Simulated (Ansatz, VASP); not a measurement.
## One calculation of AlN, two programs

The input INCAR:

```
SYSTEM = AlN
PREC = Accurate ; ENCUT = 520
EDIFF = 1E-6 ; ISMEAR = 0
SIGMA = 0.05 ; LREAL = .FALSE.
LASPH = .TRUE. ; NELM = 60
ALGO = Normal ; ISIF = 2
LWAVE = .FALSE. ; LCHARG = .TRUE.
GGA = PS ; LELF = .TRUE.
LVHAR = .TRUE. ; NBANDS = 16
```

File KPOINTS:

```
regular mesh
0
G
  9 9 6
  0 0 0
```

Contents of POSCAR:

```
AlN
1.0
    3.2025000000      0.0000000000      0.0000000000
   -1.6012500000      2.7734463556      0.0000000000
    0.0000000000      0.0000000000      4.0170000000
Al N
2 2
Direct
    0.3333333333      0.6666666667      0.7500000000
    0.6666666667      0.3333333333      0.2500000000
    0.3333333333      0.6666666667      0.2500000000
    0.6666666667      0.3333333333      0.7500000000
```

Input for Ansatz:

```yaml
crystal:
  lattice:
    - [3.2025, 0.0, 0.0]
    - [-1.60125, 2.7734463556, 0.0]
    - [0.0, 0.0, 4.017]
  atoms:
    - { symbol: Al, position: [0.3333333333, 0.6666666667, 0.75] }
    - { symbol: Al, position: [0.6666666667, 0.3333333333, 0.25] }
    - { symbol: "N", position: [0.3333333333, 0.6666666667, 0.25] }
    - { symbol: "N", position: [0.6666666667, 0.3333333333, 0.75] }
basis:
  ecutwfc: 520.0
kpoints:
  mp_grid: { grid: [9, 9, 6] }
hamiltonian:
  xc: pbesol
scf:
  occupations: { method: gaussian, width: 0.05 }
output:
  forces: true
  stress: true
  eigenvalues: true
  write_density: true
  write_potential: true
  elf: true
  volumetric_format: npy
```

Alike in both runs: task single point; functional PBEsol; k mesh 9 × 9 × 6; occupations gaussian, width 0.05 eV; no spin polarisation.

|  | VASP | Ansatz |
| --- | --- | --- |
| version | VASP 6.6.1 | Ansatz 0.2.0 |
| potentials or method | VASP PAW PBE potentials, release 64 (Al, N), cutoff 520 eV | scalar-relativistic, plane waves, PAW |
| valence electrons in the cell | 16 | 16 |

```tsv
	VASP	Ansatz	Ansatz less VASP
gap on the k mesh at the Fermi level (eV)	4.00	3.98	-0.016
least direct gap on the mesh (eV)	4.00	3.98	-0.016
pressure (GPa)	23.6	23.5	-0.07
traceless stress, the component that is largest in VASP (GPa)	-2.59	-2.49	+0.100
```

VASP's potentials were made for PBE, not for PBEsol.
